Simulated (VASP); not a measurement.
# AlCo (Pm-3m) in VASP: notebook

Runs on AlCo. Level: LDA. Tasks: single point.

Program: VASP 6.6.1. These are calculated values, not measurements. Logs are shortened: lines on timing, memory, paths and dates and some standing lists are left out, and cuts for length are marked.

### 1 The cell of the first run

Symmetry: Pm-3m, No. 221, cubic system. Conventional cell: a = 2.819 Å, b = 2.819 Å, c = 2.819 Å, α = 90.00°, β = 90.00°, γ = 90.00°. Al (site symmetry m-3m) has 8 Co at 2.44 Å and 6 Al at 2.82 Å within 3.2 Å. Co (site symmetry m-3m) has 8 Al at 2.44 Å and 6 Co at 2.82 Å within 3.2 Å.

### 2 Single point, LDA, collinear spin, ferromagnetic start

Input file INCAR:

```
SYSTEM = AlCo
PREC = Accurate
ENCUT = 520
EDIFF = 1E-7
ISMEAR = -1
SIGMA = 0.02
LREAL = .FALSE.
LASPH = .TRUE.
NELM = 150
ALGO = Normal
ISIF = 2
LWAVE = .FALSE.
LCHARG = .FALSE.
ISPIN = 2
MAGMOM = 0.01 1.25
LORBIT = 11
NUPDOWN = 1.2
LMAXMIX = 4
NBANDS = 17
```

Input file KPOINTS:

```
Automatic mesh
0
Gamma
  6 6 6
  0.5 0.5 0.5
```

Input file POSCAR:

```
AlCo
1.0
    2.8194030000      0.0000000000      0.0000000000
    0.0000000000      2.8194030000      0.0000000000
    0.0000000000      0.0000000000      2.8194030000
Al Co
1 1
Direct
    0.0000000000      0.0000000000      0.0000000000
    0.5000000000      0.5000000000      0.5000000000
```

Potentials or basis: VASP PAW LDA potentials, release 64 (Al, Co).

On the command line:

```console
cat potpaw_LDA.64/Al/POTCAR potpaw_LDA.64/Co/POTCAR > POTCAR
mpirun -np 1 vasp_std > vasp.out
```

OUTCAR:

```text
SYSTEM = AlCo
   PREC = Accurate
   ENCUT = 520
   EDIFF = 1E-7
   ISMEAR = -1
   LREAL = .FALSE.
   LASPH = .TRUE.
   NELM = 150
   ISIF = 2
   ISPIN = 2
   LORBIT = 11
   NUPDOWN = 1.2

 ion  position               nearest neighbor table
   1  0.000  0.000  0.000-   2 2.44   2 2.44   2 2.44   2 2.44   2 2.44   2 2.44   2 2.44   2 2.44

   2  0.500  0.500  0.500-   1 2.44   1 2.44   1 2.44   1 2.44   1 2.44   1 2.44   1 2.44   1 2.44

  LATTYP: Found a simple cubic cell.
 ALAT       =     2.8194030000

  Lattice vectors:

 A1 = (   2.8194030000,   0.0000000000,   0.0000000000)
 A2 = (   0.0000000000,   2.8194030000,   0.0000000000)
 A3 = (   0.0000000000,   0.0000000000,   2.8194030000)

Analysis of symmetry for initial positions (statically):
=====================================================================
 Subroutine PRICEL returns:
 Original cell was already a primitive cell.

 Routine SETGRP: Setting up the symmetry group for a
 simple cubic supercell.

 Subroutine GETGRP returns: Found 48 space group operations
 (whereof 48 operations were pure point group operations)
 out of a pool of 48 trial point group operations.

The static configuration has the point symmetry O_h .

Analysis of symmetry for dynamics (positions and initial velocities):
=====================================================================
 Subroutine PRICEL returns:
 Original cell was already a primitive cell.

 Routine SETGRP: Setting up the symmetry group for a
 simple cubic supercell.

 Subroutine GETGRP returns: Found 48 space group operations
 (whereof 48 operations were pure point group operations)
 out of a pool of 48 trial point group operations.

The dynamic configuration has the point symmetry O_h .

Analysis of structural, dynamic, and magnetic symmetry:
=====================================================================
 Subroutine PRICEL returns:
 Original cell was already a primitive cell.

 Routine SETGRP: Setting up the symmetry group for a
 simple cubic supercell.

 Subroutine GETGRP returns: Found 48 space group operations
 (whereof 48 operations were pure point group operations)
 out of a pool of 48 trial point group operations.

The overall configuration has the point symmetry O_h .

 Subroutine INISYM returns: Found 48 space group operations
 (whereof 48 operations are pure point group operations),
 and found     1 'primitive' translations

[... 104 lines left out ...]
   GGA     = CA    functional components
   LHFCALC =     F    Hartree Fock is set to
   AEXX    =    0.0000 exact exchange contribution
   IVDW    =     0    specifies the selected vdW correction
   LEPSILON=     F    determine dielectric tensor
   LRPA    =     F    only Hartree local field effects (RPA)
 spin polarized calculation
  energy-cutoff  :      520.00
  volume of cell :       22.41
 maximum number of plane-waves:       612
 NGX is ok and might be reduce to    24
   NGX = 11   NGY = 11   NGZ = 11

 number of electron      11.9999995 magnetization       1.1999980

 Free energy of the ion-electron system (eV)
  ---------------------------------------------------
  ext. energy  EPLUGINS =         0.00000000
  ---------------------------------------------------
  free energy    TOTEN  =       -13.27093699 eV

  energy without entropy =      -13.26655562  energy(sigma->0) =      -13.26874631

 E-fermi :  10.0898     XC(G=0): -12.6740

 val. band max:       11.0561836064   @ k =   0.4167   0.2500   0.2500
 cond. band min:      10.1369981780   @ k =   0.2500   0.0833   0.0833
 fundamental gap:     -0.9191854284
 Fermi energy:        11.2858516200

 spin component 1

 k-point     1 :       0.0833    0.0833    0.0833
  band No.  band energies     occupation
      1      -0.1502      1.00000
      2       7.1505      1.00000
      3       7.1505      1.00000
      4       9.1415      1.00000
      5       9.1856      1.00000
      6       9.1856      1.00000
[... 176 lines left out ...]
      3       6.5176      1.00000
      4       9.4522      1.00000
      5       9.4522      1.00000
      6      10.9346      1.00000
[... 9 lines left out ...]
     16      41.1727      0.00000
     17      41.1730      0.00000
 Fermi energy:        10.0898492888

 spin component 2

 k-point     1 :       0.0833    0.0833    0.0833
  band No.  band energies     occupation
      1      -0.0083      1.00000
      2       8.0372      1.00000
      3       8.0372      1.00000
      4      10.0267      0.95915
      5      10.0864      0.54294
      6      10.0864      0.54292
[... 177 lines left out ...]
      4      10.5679      0.00000
      5      10.5679      0.00000
      6      11.3218      0.00000
[... 9 lines left out ...]
     16      41.3271      0.00000
     17      41.3272      0.00000

------------------------ aborting loop because EDIFF is reached ----------------------------------------

  FORCE on cell =-STRESS in cart. coord.  units (eV):
  Direction    XX          YY          ZZ          XY          YZ          ZX
  --------------------------------------------------------------------------------------
  -------------------------------------------------------------------------------------
  Total        0.4391216      0.4391216      0.4391216      0.0000000      0.0000000     -0.0000000
  in kB       31.3923533     31.3923533     31.3923533      0.0000000      0.0000000     -0.0000000
  external PRESSURE =      31.3923533 kB  Pullay stress =       0.0000000 kB

 VOLUME and BASIS-vectors are now :
 -----------------------------------------------------------------------------
  energy-cutoff  :      520.00
  volume of cell :       22.41
      direct lattice vectors                 reciprocal lattice vectors
     2.819403000  0.000000000  0.000000000     0.354685017  0.000000000  0.000000000
     0.000000000  2.819403000  0.000000000     0.000000000  0.354685017  0.000000000
     0.000000000  0.000000000  2.819403000     0.000000000  0.000000000  0.354685017

 POSITION                                       TOTAL-FORCE (eV/Angst)
 -----------------------------------------------------------------------------------
      0.00000      0.00000      0.00000         0.000000      0.000000      0.000000
      1.40970      1.40970      1.40970         0.000000      0.000000      0.000000
 -----------------------------------------------------------------------------------
    total drift:                                0.000000     -0.000000     -0.000000

  FREE ENERGIE OF THE ION-ELECTRON SYSTEM (eV)
  ---------------------------------------------------
  free  energy   TOTEN  =       -13.2709369942 eV

  energy  without entropy=      -13.2665556170  energy(sigma->0) =      -13.26874631

 total charge

# of ion       s       p       d       tot
------------------------------------------
    1        0.404   0.461   0.000   0.865
    2        0.470   0.544   7.498   8.513
--------------------------------------------------
tot          0.874   1.005   7.498   9.378

 magnetization (x)

# of ion       s       p       d       tot
------------------------------------------
    1       -0.003   0.008   0.000   0.004
    2        0.023   0.045   1.077   1.144
--------------------------------------------------
tot          0.020   0.052   1.077   1.149
```

It took 4.8 s on 1 thread of Intel Xeon 6975P-C, shared host; peak memory 0.13 GiB.

Results:

```yaml
Free_energy: -13.2709 eV
Pressure: 3.1 GPa
Net_moment: 1.20 μB per cell
Site_moments: Al +0.00; Co +1.14 μB
Valence_electrons_inside_the_program's_atomic_spheres: Al 0.86; Co 8.51
```

Caveat: the k points lie up to 0.37 Å⁻¹ apart; the total moment is fixed, so each spin has its own Fermi level.

### 3 Single point, LDA, collinear spin, ferromagnetic start

Input file INCAR:

```
PREC     = Accurate       # precision mode
ENCUT    = 520            # plane-wave cutoff, eV
EDIFF    = 1E-6           # SCF threshold, eV
ISMEAR   = -1             # smearing method
SIGMA    = 0.02           # smearing width, eV
LREAL    = F              # projectors in reciprocal space
LASPH    = T              # aspherical terms in the spheres
NELM     = 150            # most SCF steps
ALGO     = Normal         # electronic algorithm
ISIF     = 2              # what is computed and relaxed
LWAVE    = F              # write WAVECAR
LCHARG   = T              # write CHGCAR
ISPIN    = 2              # spin polarisation
MAGMOM   = 0.07 1.72      # initial moments
LORBIT   = 11             # projections on sites
NUPDOWN  = 1.8            # fixed moment
LMAXMIX  = 4              # l up to which the mixer works
LELF     = T              # ELF
LVHAR    = T            
NBANDS   = 17             # bands
```

KPOINTS is that of step 2.

POSCAR is that of step 2.

Potentials or basis: VASP PAW LDA potentials, release 64 (Al, Co).

On the command line:

```console
cat potpaw_LDA.64/Al/POTCAR potpaw_LDA.64/Co/POTCAR > POTCAR
mpirun -np 1 vasp_std > vasp.out
```

Wall time 5.2 s (1 thread of Intel Xeon 6975P-C, shared host); peak memory 0.13 GiB.

Results (log left out):

```yaml
Free_energy: -12.6564 eV
Pressure: 10.6 GPa
Net_moment: 1.80 μB per cell
Site_moments: Al +0.04; Co +1.59 μB
Valence_electrons_inside_the_program's_atomic_spheres: Al 0.88; Co 8.47
```

Caveat: the k points lie up to 0.37 Å⁻¹ apart; the total moment is fixed, so each spin has its own Fermi level.

### 4 Single point, LDA, collinear spin, ferromagnetic start

Input file INCAR:

```
ALGO = Normal
EDIFF = 1E-6
ENCUT = 520
ISIF = 2
ISMEAR = -1
ISPIN = 2
LASPH = True
LCHARG = False
LMAXMIX = 4
LORBIT = 11
LREAL = False
LWAVE = False
MAGMOM = 0.14 2.16
NBANDS = 17
NELM = 150
NUPDOWN = 2.4
PREC = Accurate
SIGMA = 0.02
```

KPOINTS is that of step 3.

POSCAR is that of step 3.

Potentials or basis: VASP PAW LDA potentials, release 64 (Al, Co).

On the command line:

```console
cat potpaw_LDA.64/Al/POTCAR potpaw_LDA.64/Co/POTCAR > POTCAR
mpirun -np 1 vasp_std > vasp.out
```

OUTCAR:

```text
EDIFF = 1E-6
   ENCUT = 520
   ISIF = 2
   ISMEAR = -1
   ISPIN = 2
   LASPH = True
   LORBIT = 11
   LREAL = False
   NELM = 150
   NUPDOWN = 2.4
   PREC = Accurate

 ion  position               nearest neighbor table
   1  0.000  0.000  0.000-   2 2.44   2 2.44   2 2.44   2 2.44   2 2.44   2 2.44   2 2.44   2 2.44

   2  0.500  0.500  0.500-   1 2.44   1 2.44   1 2.44   1 2.44   1 2.44   1 2.44   1 2.44   1 2.44

  LATTYP: Found a simple cubic cell.
 ALAT       =     2.8194030000

  Lattice vectors:

 A1 = (   2.8194030000,   0.0000000000,   0.0000000000)
 A2 = (   0.0000000000,   2.8194030000,   0.0000000000)
 A3 = (   0.0000000000,   0.0000000000,   2.8194030000)

Analysis of symmetry for initial positions (statically):
=====================================================================
 Subroutine PRICEL returns:
 Original cell was already a primitive cell.

 Routine SETGRP: Setting up the symmetry group for a
 simple cubic supercell.

 Subroutine GETGRP returns: Found 48 space group operations
 (whereof 48 operations were pure point group operations)
 out of a pool of 48 trial point group operations.

The static configuration has the point symmetry O_h .

Analysis of symmetry for dynamics (positions and initial velocities):
=====================================================================
 Subroutine PRICEL returns:
 Original cell was already a primitive cell.

 Routine SETGRP: Setting up the symmetry group for a
 simple cubic supercell.

 Subroutine GETGRP returns: Found 48 space group operations
 (whereof 48 operations were pure point group operations)
 out of a pool of 48 trial point group operations.

The dynamic configuration has the point symmetry O_h .

Analysis of structural, dynamic, and magnetic symmetry:
=====================================================================
 Subroutine PRICEL returns:
 Original cell was already a primitive cell.

 Routine SETGRP: Setting up the symmetry group for a
[... 135 lines left out ...]
  free energy    TOTEN  =       -11.63375175 eV

  energy without entropy =      -11.62690434  energy(sigma->0) =      -11.63032805

 E-fermi :   9.5864     XC(G=0): -12.6899

 val. band max:       13.1702496223   @ k =   0.4167   0.4167   0.2500
 cond. band min:       9.5959475551   @ k =   0.4167   0.4167   0.0833
 fundamental gap:     -3.5743020672
 Fermi energy:        13.1717370913

 spin component 1

 k-point     1 :       0.0833    0.0833    0.0833
  band No.  band energies     occupation
      1      -0.2972      1.00000
      2       6.4719      1.00000
      3       6.4719      1.00000
      4       8.1937      1.00000
      5       8.2269      1.00000
      6       8.2269      1.00000
[... 176 lines left out ...]
      3       5.8906      1.00000
      4       8.6214      1.00000
      5       8.6214      1.00000
      6      10.5405      1.00000
[... 9 lines left out ...]
     16      41.0550      0.00000
     17      41.0556      0.00000
 Fermi energy:         9.5863769036

 spin component 2

 k-point     1 :       0.0833    0.0833    0.0833
  band No.  band energies     occupation
      1       0.2032      1.00000
      2       7.9538      1.00000
      3       7.9538      1.00000
      4       9.8646      0.00000
      5       9.9163      0.00000
      6       9.9163      0.00000
[... 177 lines left out ...]
      4      10.4100      0.00000
      5      10.4100      0.00000
      6      11.3950      0.00000
[... 9 lines left out ...]
     16      41.5333      0.00000
     17      41.5335      0.00000

------------------------ aborting loop because EDIFF is reached ----------------------------------------

  FORCE on cell =-STRESS in cart. coord.  units (eV):
  Direction    XX          YY          ZZ          XY          YZ          ZX
  --------------------------------------------------------------------------------------
  -------------------------------------------------------------------------------------
  Total        2.9095963      2.9095963      2.9095963      0.0000000      0.0000000      0.0000000
  in kB      208.0040784    208.0040784    208.0040784      0.0000000      0.0000000      0.0000000
  external PRESSURE =     208.0040784 kB  Pullay stress =       0.0000000 kB

 VOLUME and BASIS-vectors are now :
 -----------------------------------------------------------------------------
  energy-cutoff  :      520.00
  volume of cell :       22.41
      direct lattice vectors                 reciprocal lattice vectors
     2.819403000  0.000000000  0.000000000     0.354685017  0.000000000  0.000000000
     0.000000000  2.819403000  0.000000000     0.000000000  0.354685017  0.000000000
     0.000000000  0.000000000  2.819403000     0.000000000  0.000000000  0.354685017

 POSITION                                       TOTAL-FORCE (eV/Angst)
 -----------------------------------------------------------------------------------
      0.00000      0.00000      0.00000         0.000000      0.000000      0.000000
      1.40970      1.40970      1.40970         0.000000      0.000000      0.000000
 -----------------------------------------------------------------------------------
    total drift:                                0.000000     -0.000000     -0.000000

  FREE ENERGIE OF THE ION-ELECTRON SYSTEM (eV)
  ---------------------------------------------------
  free  energy   TOTEN  =       -11.6337517537 eV

  energy  without entropy=      -11.6269043374  energy(sigma->0) =      -11.63032805

 total charge

# of ion       s       p       d       tot
------------------------------------------
    1        0.408   0.475   0.000   0.883
    2        0.511   0.614   7.309   8.434
--------------------------------------------------
tot          0.918   1.090   7.309   9.317

 magnetization (x)

# of ion       s       p       d       tot
------------------------------------------
    1        0.012   0.058   0.000   0.070
    2        0.072   0.156   1.804   2.032
--------------------------------------------------
tot          0.084   0.214   1.804   2.102
```

stdout:

```text
POSCAR found type information on POSCAR AlCo
 POSCAR found :  2 types and       2 ions
 scaLAPACK will be used
 LDA part: xc-table for (Slater(with rela. corr.)+CA(PZ))
 , standard interpolation
 POSCAR, INCAR and KPOINTS ok, starting setup
 FFT: planning ... GRIDC
 FFT: planning ... GRID_SOFT
 FFT: planning ... GRID
 WAVECAR not read
 entering main loop
```

Wall time 5.7 s (1 thread of Intel Xeon 6975P-C, shared host); peak memory 0.13 GiB.

What came out:

- Free energy: -11.6338 eV
- Pressure: 20.8 GPa
- Net moment: 2.40 μB per cell
- Site moments: Al +0.07; Co +2.03 μB
- Valence electrons inside the program's atomic spheres: Al 0.88; Co 8.43

Caveat: the k points lie up to 0.37 Å⁻¹ apart; the total moment is fixed, so each spin has its own Fermi level.

### 5 Single point, LDA, collinear spin, ferromagnetic start

Input file INCAR:

```
ALGO = Normal
EDIFF = 1E-6
ENCUT = 520
GGA = CA
ISIF = 2
ISMEAR = -1
ISPIN = 2
LASPH = T
LCHARG = F
LMAXMIX = 4
LORBIT = 11
LREAL = F
LWAVE = F
MAGMOM = 0.24 2.56
NBANDS = 17
NELM = 150
NUPDOWN = 3.0
PREC = Accurate
SIGMA = 0.02
```

KPOINTS is that of step 4.

POSCAR is that of step 4.

On the command line:

```console
cat potpaw_LDA.64/Al/POTCAR potpaw_LDA.64/Co/POTCAR > POTCAR
mpirun -np 1 vasp_std > vasp.out
```

Wall time 5.6 s (1 thread of Intel Xeon 6975P-C, shared host); peak memory 0.13 GiB.

It converged, with:

| Property | Result |
| --- | --- |
| Free energy | -10.3235 eV |
| Pressure | 34.4 GPa |
| Net moment | 3.00 μB per cell |
| Site moments | Al +0.13; Co +2.42 μB |
| Valence electrons inside the program's atomic spheres | Al 0.90; Co 8.39 |

Caveat: the k points lie up to 0.37 Å⁻¹ apart; the total moment is fixed, so each spin has its own Fermi level.

### 6 The runs side by side

| fixed moment (μB) | pressure (GPa) | moment (μB) |
| --- | --- | --- |
| 1.2 | 3.1 | 1.20 |
| 1.8 | 10.6 | 1.80 |
| 2.4 | 20.8 | 2.40 |
| 3.0 | 34.4 | 3.00 |

Alike in all rows: task single point; level LDA; potentials or basis VASP PAW LDA potentials, release 64 (Al, Co); spin collinear, ferromagnetic start; cell as given; k mesh 6 × 6 × 6, shifted; cutoff (eV) 520; smearing fermi-dirac 0.02 eV.

Caveats: all runs use coarse meshes; the total moment is fixed, so each spin has its own Fermi level.

Absolute energies hang on the potentials; compare differences alone.
